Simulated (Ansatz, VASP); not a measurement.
AlNi in VASP and in Ansatz

Contents of INCAR:

```
SYSTEM = AlNi
PREC = Accurate ; ENCUT = 520
EDIFF = 1E-6 ; ISMEAR = 0
SIGMA = 0.15 ; LREAL = .FALSE.
LASPH = .TRUE. ; NELM = 60
ALGO = Fast ; ISIF = 2
LWAVE = .FALSE. ; LCHARG = .FALSE.
GGA = PS ; NBANDS = 14
```

Contents of KPOINTS:

```
Automatic mesh
0
G
  16 16 16
  0 0 0
```

File POSCAR:

```
AlNi
1.0
    2.0211996418     -2.0211459310      0.0000000000
    2.0211996418      2.0211459310      0.0000000000
    0.0000000000      0.0000000000      2.8688666946
Al Ni
1 1
Direct
    0.0000000000      0.0000000000     -0.0198684728
    0.5000000000      0.5000000000      0.5091335987
```

Input for Ansatz:

```yaml
crystal:
  lattice:
    - [2.0211996418, -2.021145931, 0.0]
    - [2.0211996418, 2.021145931, 0.0]
    - [0.0, 0.0, 2.8688666946]
  atoms:
    - { symbol: Al, position: [0.0, 0.0, -0.0198684728] }
    - { symbol: Ni, position: [0.5, 0.5, 0.5091335987] }
basis:
  ecutwfc: 520.0
kpoints:
  mp_grid: { grid: [16, 16, 16] }
hamiltonian:
  xc: pbesol
  pseudopotentials: { kind: paw, azcp: { folder: soft_1 } }
scf:
  occupations: { method: gaussian, width: 0.15 }
output:
  forces: true
  stress: true
  eigenvalues: true
```

Change from the starting cell: mode 4 frozen in at +0.000 Å and mode 6 at -0.057 Å (largest displacements).

Alike in both runs: task single point; functional PBEsol; k mesh 16 × 16 × 16; occupations gaussian, width 0.15 eV; no spin polarisation.

```csv
,VASP,Ansatz
version,VASP 6.6.1,Ansatz 0.2.0
potentials or method,"VASP PAW PBE potentials, release 64 (Al, Ni), cutoff 520 eV","scalar-relativistic, plane waves, PAW"
valence electrons in the cell,13,21
```

VASP gave:

- gap on the k mesh at the Fermi level (eV): none
- pressure (GPa): 0.7
- traceless stress, the component that is largest in VASP (GPa): -0.47
- rms of the force components (eV/Å): 0.301

Problem. What did Ansatz give for the same quantities?

Solution. gap on the k mesh at the Fermi level (eV): none; pressure (GPa): 0.5; traceless stress, the component that is largest in VASP (GPa): -0.46; rms of the force components (eV/Å): 0.299.

VASP's potentials were made for PBE, not for PBEsol, and Ansatz warns of the same on its side. Atom by atom the forces differ by 0.003 eV/Å (rms over components). A gap of «none» marks a metal or a gap that the smearing closes. With one functional, cell and mesh, what is left measures potentials, basis and numerics. VASP's potentials hold 13 valence electrons a cell and Ansatz's 21, so a difference there can come from the potentials and not from the codes. Ansatz's warnings: near symmetry operations not taken.
